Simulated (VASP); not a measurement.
# BaZrO3 (Pm-3m) in VASP: single point with r2SCAN

Aim: the single point of BaZrO3 with r2SCAN.

Program: VASP 6.6.1. These are calculated values, not measurements. Logs are shortened: lines on timing, memory, paths and dates and some standing lists are left out, and cuts for length are marked.

## Step 1: The cell of the first run

It takes space group Pm-3m (No. 221, cubic). Conventional cell: a = 4.205 Å, b = 4.205 Å, c = 4.205 Å, α = 90.00°, β = 90.00°, γ = 90.00°. Ba (site symmetry m-3m) has 12 O at 2.97 Å and 8 Zr at 3.64 Å within 3.9 Å. Zr (site symmetry m-3m) has 6 O at 2.10 Å within 2.8 Å. O (site symmetry 4/mmm) has 2 Zr at 2.10 Å within 2.8 Å.

## Step 2: Single point, r2SCAN

POSCAR reads:

```
BaZrO3
1.0
    4.2051759564      0.0000000000      0.0000000000
    0.0000000000      4.2051759564      0.0000000000
    0.0000000000      0.0000000000      4.2051759564
Ba Zr O
1 1 3
Direct
    0.0000000000      0.0000000000      0.0000000000
    0.5000000000      0.5000000000      0.5000000000
    0.0000000000      0.5000000000      0.5000000000
    0.5000000000      0.0000000000      0.5000000000
    0.5000000000      0.5000000000      0.0000000000
```

INCAR.step1 reads:

```
SYSTEM = BaZrO3
PREC = Accurate
ENCUT = 520
ISMEAR = 0
SIGMA = 0.02
LREAL = .FALSE.
LASPH = .TRUE.
NELM = 80
NBANDS = 28
GGA = PE
ALGO = Normal
EDIFF = 1E-4
LWAVE = .TRUE.
LCHARG = .FALSE.
```

INCAR.step2 reads:

```
SYSTEM = BaZrO3
PREC = Accurate
ENCUT = 520
EDIFF = 1E-7
ISMEAR = 0
SIGMA = 0.02
LREAL = .FALSE.
LASPH = .TRUE.
NELM = 80
ALGO = Normal
ISIF = 2
LWAVE = .FALSE.
LCHARG = .TRUE.
METAGGA = R2SCAN
LMIXTAU = .TRUE.
LELF = .TRUE.
LVHAR = .TRUE.
NBANDS = 28
ISTART = 1
```

KPOINTS reads:

```
regular mesh
0
G
  6 6 6
  0 0 0
```

Potentials or basis: VASP PAW PBE potentials, release 64 (Ba_sv, Zr_sv, O).

Command:

```
> cat potpaw_PBE.64/Ba_sv/POTCAR potpaw_PBE.64/Zr_sv/POTCAR potpaw_PBE.64/O/POTCAR > POTCAR
> cp INCAR.step1 INCAR
> mpirun -np 1 vasp_std > vasp.out
> cp INCAR.step2 INCAR
> mpirun -np 1 vasp_std > vasp.out
```

OUTCAR:

```text
SYSTEM = BaZrO3
   PREC = Accurate
   ENCUT = 520
   EDIFF = 1E-7
   ISMEAR = 0
   LREAL = .FALSE.
   LASPH = .TRUE.
   NELM = 80
   ISIF = 2
   METAGGA = R2SCAN
   ISTART = 1

 ion  position               nearest neighbor table
   1  0.000  0.000  0.000-   3 2.97   4 2.97   5 2.97   3 2.97   4 2.97   3 2.97   5 2.97   3 2.97
                             4 2.97   5 2.97   4 2.97   5 2.97   2 3.64   2 3.64   2 3.64   2 3.64
   2  0.500  0.500  0.500-   3 2.10   4 2.10   5 2.10   5 2.10   4 2.10   3 2.10   1 3.64   1 3.64
                             1 3.64   1 3.64   1 3.64   1 3.64   1 3.64   1 3.64
   3  0.000  0.500  0.500-   2 2.10   2 2.10   1 2.97   1 2.97   1 2.97   1 2.97
   4  0.500  0.000  0.500-   2 2.10   2 2.10   1 2.97   1 2.97   1 2.97   1 2.97
   5  0.500  0.500  0.000-   2 2.10   2 2.10   1 2.97   1 2.97   1 2.97   1 2.97

  LATTYP: Found a simple cubic cell.
 ALAT       =     4.2051759564

  Lattice vectors:

 A1 = (   4.2051759564,   0.0000000000,   0.0000000000)
 A2 = (   0.0000000000,   4.2051759564,   0.0000000000)
 A3 = (   0.0000000000,   0.0000000000,   4.2051759564)

Analysis of symmetry for initial positions (statically):
=====================================================================
 Subroutine PRICEL returns:
 Original cell was already a primitive cell.

 Routine SETGRP: Setting up the symmetry group for a
 simple cubic supercell.

 Subroutine GETGRP returns: Found 48 space group operations
 (whereof 48 operations were pure point group operations)
 out of a pool of 48 trial point group operations.

The static configuration has the point symmetry O_h .

Analysis of symmetry for dynamics (positions and initial velocities):
=====================================================================
 Subroutine PRICEL returns:
 Original cell was already a primitive cell.

 Routine SETGRP: Setting up the symmetry group for a
 simple cubic supercell.

 Subroutine GETGRP returns: Found 48 space group operations
 (whereof 48 operations were pure point group operations)
 out of a pool of 48 trial point group operations.

The dynamic configuration has the point symmetry O_h .

 Subroutine INISYM returns: Found 48 space group operations
 (whereof 48 operations are pure point group operations),
 and found     1 'primitive' translations

----------------------------------------------------------------------------------------

[... 94 lines left out ...]
   LREAL  =      F    real-space projection
   EDIFFG = 0.1E-05   stopping-criterion for IOM
   NSW    =      0    number of steps for IOM
   IBRION =     -1    ionic relax: 0-MD 1-quasi-New 2-CG
   NFREE  =      0    steps in history (QN), initial steepest desc. (CG)
   ISIF   =      2    stress and relaxation
   ISYM   =      2    0-nonsym 1-usesym 2-fastsym
   POTIM  = 0.5000    time-step for ionic-motion
   TEBEG  =    0.0;   TEEND  =   0.0 temperature during run
   PSTRESS=    0.0 pullay stress
   NELECT =      40.0000    total number of electrons
   NUPDOWN=      -1.0000    fix difference up-down
   EMIN   =  10.00;   EMAX   =-10.00  energy-range for DOS
   EFERMI =   0.00;   METHOD = LEGACY
   ISMEAR =     0;   SIGMA  =   0.02  broadening in eV -4-tet -1-fermi 0-gaus
   EFERMI_NEDOS =   21; number of points for ismear=-14 and -15
   IALGO  =     38    algorithm
   IMIX   =      4    mixing-type and parameters
     AMIX     =   0.40;   BMIX     =  1.00
     AMIX_MAG =   1.60;   BMIX_MAG =  1.00
  volume/ion in A,a.u.               =      14.87       100.36
  Fermi-wavevector in a.u.,A,eV,Ry     =   1.331406  2.515993 24.118274  1.772643
  Thomas-Fermi vector in A             =   2.460420
   LORBIT       =      0    0 simple, 1 ext, 2 COOP (PROOUT), +10 PAW based schemes
   METAGGA = R2SCAN    functional components
   LHFCALC =     F    Hartree Fock is set to
   AEXX    =    0.0000 exact exchange contribution
   IVDW    =     0    specifies the selected vdW correction
   LEPSILON=     F    determine dielectric tensor
   LRPA    =     F    only Hartree local field effects (RPA)
 non-spin polarized calculation
 Gauss-broadening in eV      SIGMA  =   0.02
  energy-cutoff  :      520.00
  volume of cell :       74.36
 maximum number of plane-waves:      2016
 NGX is ok and might be reduce to    32
   NGX = 15   NGY = 15   NGZ = 15

 number of electron      39.9999994 magnetization

 Free energy of the ion-electron system (eV)
  ---------------------------------------------------
  ext. energy  EPLUGINS =         0.00000000
  ---------------------------------------------------
  free energy    TOTEN  =       -85.10553572 eV

  energy without entropy =      -85.10553572  energy(sigma->0) =      -85.10553572

 E-fermi :   3.5586     XC(G=0): -11.3369

 val. band max:        3.4148399303   @ k =   0.5000   0.5000   0.5000
 cond. band min:       7.0934720028   @ k =   0.0000   0.0000   0.0000
 fundamental gap:      3.6786320724
 Fermi energy:         3.5586229831

 k-point     1 :       0.0000    0.0000    0.0000
  band No.  band energies     occupation
      1     -45.1599      2.00000
      2     -22.6138      2.00000
      3     -22.5896      2.00000
      4     -22.5896      2.00000
      5     -22.5896      2.00000
      6     -13.9111      2.00000
[... 609 lines left out ...]
     27      13.0930      0.00000
     28      13.0930      0.00000

------------------------ aborting loop because EDIFF is reached ----------------------------------------

  FORCE on cell =-STRESS in cart. coord.  units (eV):
  Direction    XX          YY          ZZ          XY          YZ          ZX
  --------------------------------------------------------------------------------------
  -------------------------------------------------------------------------------------
  Total        0.4738723      0.4738723      0.4738723     -0.0000000     -0.0000000      0.0000000
  in kB       10.2098501     10.2098501     10.2098501     -0.0000000     -0.0000000      0.0000000
  external PRESSURE =      10.2098501 kB  Pullay stress =       0.0000000 kB

 VOLUME and BASIS-vectors are now :
 -----------------------------------------------------------------------------
  energy-cutoff  :      520.00
  volume of cell :       74.36
      direct lattice vectors                 reciprocal lattice vectors
     4.205175956  0.000000000  0.000000000     0.237802178  0.000000000  0.000000000
     0.000000000  4.205175956  0.000000000     0.000000000  0.237802178  0.000000000
     0.000000000  0.000000000  4.205175956     0.000000000  0.000000000  0.237802178

 POSITION                                       TOTAL-FORCE (eV/Angst)
 -----------------------------------------------------------------------------------
      0.00000      0.00000      0.00000         0.000000      0.000000      0.000000
      2.10259      2.10259      2.10259         0.000000      0.000000      0.000000
      0.00000      2.10259      2.10259         0.000000      0.000000      0.000000
      2.10259      0.00000      2.10259         0.000000      0.000000      0.000000
      2.10259      2.10259      0.00000         0.000000      0.000000      0.000000
 -----------------------------------------------------------------------------------
    total drift:                                0.000000     -0.000000     -0.000000

  FREE ENERGIE OF THE ION-ELECTRON SYSTEM (eV)
  ---------------------------------------------------
  free  energy   TOTEN  =       -85.1055357168 eV

  energy  without entropy=      -85.1055357168  energy(sigma->0) =      -85.10553572
```

OUTCAR.step1:

```text
SYSTEM = BaZrO3
   PREC = Accurate
   ENCUT = 520
   ISMEAR = 0
   LREAL = .FALSE.
   LASPH = .TRUE.
[... 848 lines left out ...]
      0.00000      2.10259      2.10259         0.000000      0.000000      0.000000
      2.10259      0.00000      2.10259         0.000000      0.000000      0.000000
      2.10259      2.10259      0.00000         0.000000      0.000000      0.000000
 -----------------------------------------------------------------------------------
    total drift:                                0.000000     -0.000000     -0.000000

  FREE ENERGIE OF THE ION-ELECTRON SYSTEM (eV)
  ---------------------------------------------------
  free  energy   TOTEN  =       -41.7062861981 eV

  energy  without entropy=      -41.7062861981  energy(sigma->0) =      -41.70628620
```

OSZICAR.step1:

```text
N       E                     dE             d eps       ncg     rms          rms(c)
DAV:   1     0.310920912302E+03    0.31092E+03   -0.21815E+04  1120   0.140E+03
DAV:   2    -0.282332895185E+02   -0.33915E+03   -0.32863E+03  1412   0.353E+02
DAV:   3    -0.487249571064E+02   -0.20492E+02   -0.20408E+02  1792   0.814E+01
DAV:   4    -0.492954042650E+02   -0.57045E+00   -0.56985E+00  1524   0.107E+01
DAV:   5    -0.493067248490E+02   -0.11321E-01   -0.11320E-01  1588   0.124E+00    0.284E+01
DAV:   6    -0.418024896511E+02    0.75042E+01   -0.38210E+01  1332   0.382E+01    0.125E+01
DAV:   7    -0.417218125023E+02    0.80677E-01   -0.27883E+00  1552   0.910E+00    0.762E+00
DAV:   8    -0.417092992880E+02    0.12513E-01   -0.34903E-01  1328   0.431E+00    0.714E-01
DAV:   9    -0.417049263325E+02    0.43730E-02   -0.63206E-02  1476   0.137E+00    0.520E-01
DAV:  10    -0.417066549462E+02   -0.17286E-02   -0.16608E-02  1548   0.104E+00    0.261E-01
DAV:  11    -0.417062257722E+02    0.42917E-03   -0.20977E-03  1408   0.367E-01    0.392E-02
DAV:  12    -0.417062861981E+02   -0.60426E-04   -0.17902E-04  1088   0.922E-02
   1 F= -.41706286E+02 E0= -.41706286E+02  d E =-.168524E-15
```

It took 73 s on 1 thread of Intel Xeon Platinum 8488C (Sapphire Rapids), shared host; peak memory 0.21 GiB.

What came out:

| Item | Value |
| --- | --- |
| Free energy | -85.1055 eV |
| Pressure | 1.0 GPa |
| Band gap on the k mesh | 3.68 eV, indirect (least direct gap 3.93 eV) |

Caveat: the PAW data sets were made with another functional, which shifts forces and pressure a little; spin-orbit coupling is left out, which moves the levels of the heavy elements.
